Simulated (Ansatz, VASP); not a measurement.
## One calculation of LaMnAl3, two programs

The input INCAR:

```
SYSTEM = LaMnAl3
PREC = Accurate
ENCUT = 520
EDIFF = 1E-6
ISMEAR = -1
SIGMA = 0.0111
LREAL = .False.
LASPH = .True.
NELM = 60
ALGO = Normal
ISIF = 2
LWAVE = .False.
LCHARG = .False.
GGA = PE
NBANDS = 44
```

Contents of KPOINTS:

```
Automatic mesh
0
Gamma
  4 4 4
  0 0 0
```

File POSCAR:

```
LaMnAl3
1.0
    3.0179170000      1.7423930000      4.8608930000
   -3.0179170000      1.7423930000      4.8608930000
    0.0000000000     -3.4847860000      4.8608930000
La Al Mn
2 6 2
Direct
    0.2500000000      0.2500000000      0.2500000000
    0.7500000000      0.7500000000      0.7500000000
    0.7052000000      0.7948000000      0.2500000000
    0.2500000000      0.7052000000      0.7948000000
    0.7948000000      0.2500000000      0.7052000000
    0.2948000000      0.2052000000      0.7500000000
    0.7500000000      0.2948000000      0.2052000000
    0.2052000000      0.7500000000      0.2948000000
    0.0000000000      0.0000000000      0.0000000000
    0.5000000000      0.5000000000      0.5000000000
```

Input for Ansatz:

```yaml
crystal:
  lattice:
    - [3.017917, 1.742393, 4.860893]
    - [-3.017917, 1.742393, 4.860893]
    - [0.0, -3.484786, 4.860893]
  atoms:
    - { symbol: La, position: [0.25, 0.25, 0.25] }
    - { symbol: La, position: [0.75, 0.75, 0.75] }
    - { symbol: Al, position: [0.7052, 0.7948, 0.25] }
    - { symbol: Al, position: [0.25, 0.7052, 0.7948] }
    - { symbol: Al, position: [0.7948, 0.25, 0.7052] }
    - { symbol: Al, position: [0.2948, 0.2052, 0.75] }
    - { symbol: Al, position: [0.75, 0.2948, 0.2052] }
    - { symbol: Al, position: [0.2052, 0.75, 0.2948] }
    - { symbol: Mn, position: [0.0, 0.0, 0.0] }
    - { symbol: Mn, position: [0.5, 0.5, 0.5] }
  symmetry: { tolerance: 0.0003 }
kpoints:
  mp_grid: { grid: [4, 4, 4], shift: [0, 0, 0] }
magnetization:
  spin_polarized: false
scf:
  occupations: { method: fermi_dirac, width: 0.0111 }
hamiltonian:
  pseudopotentials: { kind: paw }
  xc: pbe
basis:
  ecutwfc: 420
output:
  forces: true
  stress: true
  eigenvalues: true
```

Alike in both runs: task single point; functional PBE; k mesh 4 × 4 × 4; occupations fermi-dirac, width 0.0111 eV; no spin polarisation.

|  | VASP | Ansatz |
| --- | --- | --- |
| version | VASP 6.6.1 | Ansatz 0.2.0 |
| potentials or method | VASP PAW PBE potentials, release 64 (La, Al, Mn_pv), cutoff 520 eV | PAW plane waves |
| valence electrons in the cell | 66 | 70 |

```tsv
	VASP	Ansatz	Ansatz less VASP
gap on the k mesh at the Fermi level (eV)	none	none	-
rms of the force components (eV/Å)	0.715	0.714	-0.0013
```

Atom by atom the forces differ by 0.001 eV/Å (rms over components). A gap of «none» marks a metal or a gap that the smearing closes. The functional is the same, so the differences come from potentials, cutoffs and numerics. VASP's potentials hold 66 valence electrons a cell and Ansatz's 70, so a difference there can come from the potentials and not from the codes. Ansatz's warnings: structure snapped to symmetry.

Neither program's run includes spin-orbit coupling.
